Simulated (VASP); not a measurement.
# SnO (Pmn2_1) in VASP: a series of runs, part 3 of 3

VASP 6.6.1. The steps go on from the part before.

## (6) Single point, PBEsol+D3(BJ) (strain +0.0050 x Voigt [1, 1, 0, 0, 0, 0])

File INCAR:

```
SYSTEM = SnO
PREC = Accurate
ENCUT = 520
EDIFF = 1E-6
ISMEAR = 0
SIGMA = 0.05
LREAL = .False.
LASPH = .True.
NELM = 60
ALGO = Normal
ISIF = 2
LWAVE = .False.
LCHARG = .False.
GGA = PS
IVDW = 12
NBANDS = 28
```

File KPOINTS:

```
Automatic mesh
0
Gamma
  8 6 6
  0 0 0
```

File POSCAR:

```
SnO
1.0
    3.3717800250      0.0000000000      0.0000000000
    0.0000000000      5.7024745200      0.0000000000
    0.0000000000      0.0000000000      4.2219700000
Sn O
2 2
Direct
    0.0000000000      0.2319090000      0.5131440000
    0.5000000000      0.7680910000      0.0131440000
    0.0000000000      0.8912500000      0.7368570000
    0.5000000000      0.1087500000      0.2368570000
```

Potentials or basis: VASP PAW PBE potentials, release 64 (Sn_d, O).

Run with:

```console
$ cat potpaw_PBE.64/Sn_d/POTCAR potpaw_PBE.64/O/POTCAR > POTCAR
$ mpirun -np 1 vasp_std > vasp.out
```

Run time: 63 s. Hardware: 1 thread of Intel Xeon 6975P-C (Granite Rapids), shared host; peak memory 0.29 GiB.

The run converged. Its results:

```yaml
Free_energy: -24.5202 eV
Pressure: -5.1 GPa
Largest_force: 0.488 eV/Å
Band_gap_on_the_k_mesh: 1.34 eV (least direct gap 2.00 eV)
Dispersion_energy_per_atom: -0.185 eV
```

Forces in eV/Å, atoms in the order of the input:
```
Sn   0.000 -0.470 -0.134
Sn   0.000  0.470 -0.134
O    0.000  0.132  0.134
O    0.000 -0.132  0.134
```

Stress tensor (GPa, compression positive):
```
-5.93  0.00  0.00
 0.00 -4.90  0.00
 0.00  0.00 -4.54
```

Levels at points of the mesh, in eV from the valence-band top:
```
           k point  band 16  band 17  band 18  band 19  band 20  band 21  band 22  band 23  band 24  band 25
(0.00, 0.00, 0.00)    -3.78    -3.43    -2.60    -1.99     0.00     2.61     3.07     5.80     5.82     7.91
(0.50, 0.00, 0.00)    -4.41    -2.52    -2.52    -1.25    -1.25     2.53     2.53     5.44     5.44     6.47
(0.00, 0.50, 0.00)    -4.00    -3.75    -2.62    -1.56    -1.35     3.28     3.86     4.80     4.90     6.78
(0.50, 0.50, 0.00)    -4.26    -2.59    -2.59    -0.92    -0.92     1.83     1.83     6.19     6.19     7.04
(0.00, 0.00, 0.50)    -3.38    -3.15    -3.15    -1.63    -1.63     2.57     2.57     5.14     5.14     7.83
(0.50, 0.00, 0.50)    -4.02    -3.12    -3.12    -1.07    -1.07     2.06     2.06     4.53     4.53     6.76
(0.00, 0.50, 0.50)    -3.15    -2.87    -2.87    -1.49    -1.49     1.86     1.86     5.86     5.86     7.71
(0.50, 0.50, 0.50)    -4.15    -3.39    -3.39    -0.44    -0.44     2.39     2.39     4.06     4.06     6.01
```

Caveat: the cell differs from its parent crystal (strain +0.0050 x Voigt [1, 1, 0, 0, 0, 0]); the cell stands under tension; the PAW data sets were made with another functional, which shifts forces and pressure a little; spin-orbit coupling is left out, which moves the levels of the heavy elements. A k mesh can miss the band edges.

## (7) Single point, PBEsol+D3(BJ) (strain +0.0100 x Voigt [1, 1, 0, 0, 0, 0])

File INCAR:

```
  PREC = Accurate
  ENCUT = 520
  EDIFF = 1E-6
  ISMEAR = 0
  SIGMA = 0.05
  LREAL = F
  LASPH = T
  NELM = 80
  ALGO = Normal
  ISIF = 2
  LWAVE = F
  LCHARG = F
  GGA = PS
  IVDW = 12
  NBANDS = 28
```

File KPOINTS:

```
regular mesh
0
Gamma
  8 6 6
```

POSCAR: that of step 6 with these lines changed.

```diff
@@ -2,4 +2,4 @@
 1.0
-    3.3717800250      0.0000000000      0.0000000000
-    0.0000000000      5.7024745200      0.0000000000
+    3.3885550500      0.0000000000      0.0000000000
+    0.0000000000      5.7308450400      0.0000000000
     0.0000000000      0.0000000000      4.2219700000
```

Run with:

```console
$ cat potpaw_PBE.64/Sn_d/POTCAR potpaw_PBE.64/O/POTCAR > POTCAR
$ mpirun -np 1 vasp_std > vasp.out
```

Run time: 61 s. Hardware: 1 thread of Intel Xeon 6975P-C (Granite Rapids), shared host; peak memory 0.3 GiB.

It converged, with:

* Free energy: -24.4914 eV
* Pressure: -5.8 GPa
* Largest force: 0.629 eV/Å
* Band gap on the k mesh: 1.36 eV (least direct gap 2.03 eV)
* Dispersion energy per atom: -0.183 eV

Forces in eV/Å, atoms in the order of the input:
```
Sn   0.000 -0.607 -0.166
Sn   0.000  0.607 -0.166
O    0.000  0.141  0.166
O    0.000 -0.141  0.166
```

Stress tensor (GPa, compression positive):
```
-6.76  0.00  0.00
 0.00 -5.66  0.00
 0.00  0.00 -5.03
```

Levels at points of the mesh, in eV from the valence-band top:
| k point | band 18 | band 19 | band 20 | band 21 | band 22 | band 23 |
| --- | --- | --- | --- | --- | --- | --- |
| (0.00, 0.00, 0.00) | -2.55 | -1.94 | 0.00 | 2.62 | 3.04 | 5.77 |
| (0.50, 0.00, 0.00) | -2.46 | -1.26 | -1.26 | 2.54 | 2.54 | 5.40 |
| (0.00, 0.50, 0.00) | -2.58 | -1.52 | -1.32 | 3.28 | 3.85 | 4.80 |
| (0.50, 0.50, 0.00) | -2.53 | -0.92 | -0.92 | 1.82 | 1.82 | 6.16 |
| (0.00, 0.00, 0.50) | -3.11 | -1.59 | -1.59 | 2.53 | 2.53 | 5.11 |
| (0.50, 0.00, 0.50) | -3.08 | -1.07 | -1.07 | 2.07 | 2.07 | 4.51 |
| (0.00, 0.50, 0.50) | -2.82 | -1.47 | -1.47 | 1.84 | 1.84 | 5.80 |
| (0.50, 0.50, 0.50) | -3.34 | -0.45 | -0.45 | 2.40 | 2.40 | 4.02 |

Caveat: the cell differs from its parent crystal (strain +0.0100 x Voigt [1, 1, 0, 0, 0, 0]); the cell stands under tension; the PAW data sets were made with another functional, which shifts forces and pressure a little; spin-orbit coupling is left out, which moves the levels of the heavy elements.

## (8) The runs side by side

| cell | gap on the mesh (eV) | pressure (GPa) | largest force (eV/Å) |
| --- | --- | --- | --- |
| a = 3.288, b = 5.561, c = 4.222 Å, 4 atoms | 1.27 | -1.1 | 0.29 |
| a = 3.305, b = 5.589, c = 4.222 Å, 4 atoms | 1.28 | -2.0 | 0.12 |
| a = 3.321, b = 5.617, c = 4.222 Å, 4 atoms | 1.30 | -2.8 | 0.10 |
| a = 3.338, b = 5.646, c = 4.222 Å, 4 atoms | 1.32 | -3.6 | 0.19 |
| a = 3.372, b = 5.702, c = 4.222 Å, 4 atoms | 1.34 | -5.1 | 0.49 |
| a = 3.389, b = 5.731, c = 4.222 Å, 4 atoms | 1.36 | -5.8 | 0.63 |

Alike in all rows: task single point; level PBEsol+D3(BJ); potentials or basis VASP PAW PBE potentials, release 64 (Sn_d, O); no spin polarisation; k mesh 8 × 6 × 6; cutoff (eV) 520; smearing gaussian 0.05 eV.

Caveats: the PAW data sets were made with another functional, which shifts forces and pressure a little; spin-orbit coupling is left out, which moves the levels of the heavy elements; the cell stands under tension (at least some runs).

Absolute energies hang on the potentials; compare differences alone.
